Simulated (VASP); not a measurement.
Input of a VASP 6.6.1 run:

File INCAR:

```
PREC = Accurate ; ENCUT = 600
EDIFF = 1E-6 ; ISMEAR = 0
SIGMA = 0.2 ; LREAL = F
LASPH = T ; NELM = 100
ALGO = Normal ; ISIF = 3
LWAVE = F ; LCHARG = F
GGA = PE ; IBRION = 2
NSW = 36 ; EDIFFG = -0.08
```

Contents of KPOINTS:

```
Automatic mesh
0
Gamma
  5 5 1
```

File POSCAR:

```
Ca3Sn3N2
1.0
    3.5700000000      0.0000000000      0.0000000000
   -1.7850000000      3.0917106900      0.0000000000
    0.0000000000      0.0000000000     15.3000000000
Ca Sn N
3 3 2
Direct
    0.0000000000      0.0000000000      0.0000000000
    0.6666666700      0.3333333300      0.1750000000
    0.3333333300      0.6666666700      0.8250000000
    0.3333333300      0.6666666700      0.3450000000
    0.0000000000      0.0000000000      0.5000000000
    0.6666666700      0.3333333300      0.6550000000
    0.6666666700      0.3333333300      0.9150000000
    0.3333333300      0.6666666700      0.0850000000
```

Potentials or basis: VASP PAW PBE potentials, release 64 (Ca_sv, Sn_d, N).

The run is started by

```bash
$ cat potpaw_PBE.64/Ca_sv/POTCAR potpaw_PBE.64/Sn_d/POTCAR potpaw_PBE.64/N/POTCAR > POTCAR
$ mpirun -np 1 vasp_std > vasp.out
```

**Question.** Predict the relaxed cell.

**Answer.** a = 3.609 Å, b = 3.609 Å, c = 15.948 Å, α = 90.00°, β = 90.00°, γ = 120.00°.

**Question.** What does it give for the band gap on the k mesh?

**Answer.** Zero (band 41 reaches 8.50 eV, above the bottom of band 42 at 4.42 eV).

**Question.** Estimate the space group after relaxing (to 0.05 Å).

**Answer.** P-3m1 (No. 164).

**Question.** Predict the relaxed volume.

**Answer.** 22.49 Å³/atom.

Forces in eV/Å, atoms in the order of the input:
```
Ca   0.000  0.000  0.000
Ca   0.000  0.000 -0.046
Ca   0.000  0.000  0.046
Sn   0.000  0.000  0.035
Sn   0.000  0.000  0.000
Sn   0.000  0.000 -0.035
N    0.000  0.000 -0.030
N    0.000  0.000  0.030
```

Caveat: the k points lie up to 0.40 Å⁻¹ apart in the final cell; spin-orbit coupling is left out, which moves the levels of the heavy elements; the relaxation stopped at a loose force limit of 0.08 eV/Å, so its end isn't a converged minimum.
